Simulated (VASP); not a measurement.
A run of VASP 6.6.1:

File POSCAR:

```
TiO2
1.0
    4.5509756184      0.0000000000      0.0000000000
    0.0000000000      4.5509756184      0.0000000000
    0.0000000000      0.0000000000      2.9736608983
Ti O
2 4
Direct
    0.0000000000      0.0000000000      0.0000000000
    0.5000000000      0.5000000000      0.5000000000
    0.3042598755      0.3042598755      0.0000000000
    0.1957401245      0.8042598755      0.5000000000
    0.6957401245      0.6957401245      0.0000000000
    0.8042598755      0.1957401245      0.5000000000
```

The input INCAR.step1:

```
PREC = Accurate
ENCUT = 520
ISMEAR = 0
SIGMA = 0.01
LREAL = False
LASPH = True
NELM = 80
NBANDS = 33
GGA = PE
ALGO = Normal
EDIFF = 1E-4
LWAVE = True
LCHARG = False
```

File INCAR.step2:

```
PREC = Accurate
ENCUT = 520
EDIFF = 1E-6
ISMEAR = 0
SIGMA = 0.01
LREAL = False
LASPH = True
NELM = 80
ALGO = Normal
ISIF = 2
LWAVE = False
LCHARG = False
METAGGA = R2SCAN
LMIXTAU = True
NBANDS = 33
ISTART = 1
```

The input KPOINTS:

```
Automatic mesh
0
Gamma
  4 4 6
```

Potentials or basis: VASP PAW PBE potentials, release 64 (Ti_sv, O).

The run is started by

```console
$ cat potpaw_PBE.64/Ti_sv/POTCAR potpaw_PBE.64/O/POTCAR > POTCAR
$ cp INCAR.step1 INCAR
$ mpirun -np 1 vasp_std > vasp.out
$ cp INCAR.step2 INCAR
$ mpirun -np 1 vasp_std > vasp.out
```

Hardware: 1 thread of Intel(R) Xeon(R) 6975P-C (Granite Rapids), on a shared host.

**Question.** Estimate the wall time of this run.

**Answer.** It took 71 s on 1 thread of Intel(R) Xeon(R) 6975P-C (Granite Rapids) (shared host), peak memory 0.19 GiB. Counts: k points 24.
